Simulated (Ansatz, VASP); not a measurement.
Two plane-wave programs on Ag2Te9Pd14

```
Ag Te Pd
1.0
    -4.47995    4.47995    5.91100
     4.47995   -4.47995    5.91100
     4.47995    4.47995   -5.91100
Ag Te Pd
2 9 14
Cartesian
  0.0000 0.0000 8.1624
  0.0000 0.0000 3.6596
  0.0000 0.0000 0.0000
  5.5961 1.7003 1.7567
  2.7797 1.1161 7.6677
  -1.1161 2.7797 7.6677
  1.7003 3.3638 1.7567
  -1.1161 2.7797 4.1543
  1.7003 3.3638 -1.7567
  5.5961 1.7003 -1.7567
  2.7797 1.1161 4.1543
  5.1347 2.4740 4.2895
  -2.4740 5.1347 4.2895
  3.8252 -2.4740 4.2895
  2.4740 3.8252 4.2895
  -0.6547 2.0060 1.6215
  6.9539 -0.6547 1.6215
  0.6547 6.9539 1.6215
  2.0060 0.6547 1.6215
  1.8266 -0.8421 5.9110
  0.8421 1.8266 5.9110
  2.6534 5.3221 0.0000
  3.6378 2.6534 0.0000
  4.4799 0.0000 0.0000
  0.0000 4.4799 0.0000
```

Alike in both runs: functional PBE; k mesh 5 × 5 × 5; occupations fermi-dirac, width 0.05 eV; no spin polarisation.

Ansatz relaxed the structure, and its values are those at the end. VASP's run is a single point on that final structure, the one shown.

|  | VASP | Ansatz |
| --- | --- | --- |
| version | VASP 6.6.1 | Ansatz 0.2.0 |
| potentials or method | VASP PAW PBE potentials, release 64 (Ag, Te, Pd) | plane-wave PAW, scalar-relativistic |
| plane-wave cutoff (eV) | 500 | 420 |
| valence electrons in the cell | 216 | 434 |

|  | VASP | Ansatz | Ansatz less VASP |
| --- | --- | --- | --- |
| pressure (GPa) | 4.7 | 4.9 | +0.15 |
| rms of the force components (eV/Å) | 0.008 | 0.008 | 0.0000 |

With one functional, cell and mesh, what is left measures potentials, basis and numerics. VASP's potentials hold 216 valence electrons a cell and Ansatz's 434, so a difference there can come from the potentials and not from the codes. Ansatz's warnings: stress scf threshold loose.

Spin-orbit coupling is off throughout.
